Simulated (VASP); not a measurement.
A run of VASP 6.6.1:

INCAR

```
PREC = Accurate
ENCUT = 520
EDIFF = 1E-6
ISMEAR = 0
SIGMA = 0.1
LREAL = F
LASPH = T
NELM = 100
ALGO = Normal
ISIF = 2
LWAVE = F
LCHARG = F
GGA = PS
NBANDS = 14
```

KPOINTS

```
Automatic mesh
0
Gamma
  14 14 14
```

File POSCAR:

```
Bi
1.0
    0.0000000000      2.4730891361      2.4730891361
    2.4730891361      0.0000000000      2.4730891361
    2.4730891361      2.4730891361      0.0000000000
Bi
1
Direct
    0.0000000000      0.0000000000      0.0000000000
```

Potentials or basis: VASP PAW PBE potentials, release 64 (Bi_d).

Command:

```bash
$ cat potpaw_PBE.64/Bi_d/POTCAR > POTCAR
$ mpirun -np 1 vasp_std > vasp.out
```

Hardware: 1 thread of Intel Xeon 8259CL (shared host).

Problem. Estimate the wall time of this run.

Solution. It took 62 s on 1 thread of Intel Xeon 8259CL, on a shared host, peak memory 0.18 GiB. Counts: scf iterations 10, k points 104.
